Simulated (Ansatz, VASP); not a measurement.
Fe4Si in VASP and in Ansatz

```
Fe Si
1.0
     0.00000    2.05429    9.59091
     1.54193    0.00000    9.59091
     1.54193    2.05429    0.00000
Fe Si
4 1
Cartesian
  1.5419 2.0543 11.3953
  1.5419 2.0543 3.7974
  1.5419 2.0543 15.3844
  1.5419 2.0543 7.7865
  0.0000 0.0000 0.0000
```

Alike in both runs: task single point; functional PBEsol; k mesh 11 × 11 × 11; occupations fermi-dirac, width 0.05 eV; collinear spin.

|  | VASP | Ansatz |
| --- | --- | --- |
| version | VASP 6.6.1 | Ansatz 0.2.0 |
| potentials or method | VASP PAW PBE potentials, release 64 (Fe, Si) | Ansatz PAW |
| plane-wave cutoff (eV) | 520 | 420 |
| valence electrons in the cell | 36 | 68 |

Ansatz gave:

* gap on the k mesh at the Fermi level (eV): none
* pressure (GPa): -14.7
* traceless stress, the component that is largest in VASP (GPa): 0.29
* rms of the force components (eV/Å): 0.013
* net moment per atom (μB): 1.81
* size of the moment on the site where the two differ most (μB): 2.63

Task: Estimate VASP's values.

Result: gap on the k mesh at the Fermi level (eV): none; pressure (GPa): -14.4; traceless stress, the component that is largest in VASP (GPa): 0.40; rms of the force components (eV/Å): 0.022; net moment per atom (μB): 1.82; size of the moment on the site where the two differ most (μB): 2.60.

VASP's potentials were made for PBE, not for PBEsol. Site moments also hang on the region over which each program counts them. Atom by atom the forces differ by 0.015 eV/Å (rms over components). A gap of «none» marks a metal or a gap that the smearing closes. VASP's potentials hold 36 valence electrons a cell and Ansatz's 68, so a difference there can come from the potentials and not from the codes.
